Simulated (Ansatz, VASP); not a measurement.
# Si2Sb2Se in VASP and in Ansatz

```
Si Sb Se
1.0
     3.76926    0.00000    0.00000
    -1.88463    3.26427    0.00000
     0.00000    0.00000    9.23447
Si Sb Se
2 2 1
Direct
  0.66667 0.33333 0.56559
  0.33333 0.66667 0.43441
  0.66667 0.33333 0.22023
  0.33333 0.66667 0.77977
  0.00000 0.00000 0.00000
```

Change from the starting cell: species swapped into the EuMg2Bi2 type (P-3m1, No. 164).

Alike in both runs: functional PBE; k mesh 12 × 12 × 4; occupations gaussian, width 0.1 eV; no spin polarisation.

Ansatz relaxed the structure, and its values are those at the end. VASP's run is a single point on that final structure, the one shown.

|  | VASP | Ansatz |
| --- | --- | --- |
| version | VASP 6.6.1 | Ansatz 0.2.0 |
| potentials or method | VASP PAW PBE potentials, release 64 (Si, Sb, Se), cutoff 520 eV | scalar-relativistic, plane waves, PAW |
| valence electrons in the cell | 24 | 54 |

```csv
,VASP,Ansatz,Ansatz less VASP
gap on the k mesh at the Fermi level (eV),none,none,-
pressure (GPa),-0.1,0.0,+0.08
rms of the force components (eV/Å),0.004,0.001,-0.0037
```

A gap of «none» marks a metal or a gap that the smearing closes. VASP's potentials hold 24 valence electrons a cell and Ansatz's 54, so a difference there can come from the potentials and not from the codes.

Neither program's run includes spin-orbit coupling.
